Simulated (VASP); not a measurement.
Crystal: CoNiO2.

```
CELL_PARAMETERS angstrom
3.01433 0.00000 0.00000
0.00000 3.01433 0.00000
0.00000 0.00000 4.22229
ATOMIC_POSITIONS crystal
Ni 0.00000 0.00000 0.00000
Co 0.50000 0.50000 0.50000
O 0.00000 0.00000 0.50000
O 0.50000 0.50000 0.00000
```

| Quantity | Value |
| --- | --- |
| Program | VASP 6.6.1 |
| Task | relaxation of cell and atoms |
| Functional | PBEsol |
| Potentials or basis | VASP PAW PBE potentials, release 64 (Ni, Co, O) |
| Cutoff | 600 eV |
| k mesh | 9 × 9 × 6 |
| Occupations | fermi-dirac, width 0.05 eV |
| Spin | collinear spin, ferromagnetic start |
| Starting moments | [1.0, 2.0, 0.0, 0.0] μB |

At the start: pressure -12.5 GPa; volume 9.59 Å³/atom.

Problem. How do energy, volume and symmetry change on relaxing?

Solution. Over 7 steps the energy falls by 39.4 meV/atom and the volume is 8.73 Å³/atom (-8.9 %); space group P4/mmm (No. 123, to 0.05 Å); moment 3.10 μB per cell.

The path:
```tsv
step	energy change (eV)	largest force (eV/Å)	pressure (GPa)	volume (Å³)
1	0.0000	0.0000	-12.55	38.36
2	-0.1514	0.0000	2.89	34.34
3	-0.1564	0.0000	0.32	34.86
4	-0.1564	0.0000	0.00	34.93
5	-0.1569	0.0000	-0.04	34.93
6	-0.1577	0.0000	-0.14	34.93
7	-0.1578	0.0000	-0.12	34.94
```

Final structure:
```cif
data_structure
_symmetry_space_group_name_H-M 'P 1'
_symmetry_Int_Tables_number 1
_cell_length_a 2.9036
_cell_length_b 2.9036
_cell_length_c 4.1439
_cell_angle_alpha 90.000
_cell_angle_beta 90.000
_cell_angle_gamma 90.000
_cell_volume 34.94
loop_
_atom_site_label
_atom_site_type_symbol
_atom_site_fract_x
_atom_site_fract_y
_atom_site_fract_z
_atom_site_occupancy
Ni1 Ni 0.00000 0.00000 0.00000 1
Co1 Co 0.50000 0.50000 0.50000 1
O1 O 0.00000 0.00000 0.50000 1
O2 O 0.50000 0.50000 0.00000 1
```

Caveat: the PAW data sets were made with another functional, which shifts forces and pressure a little.
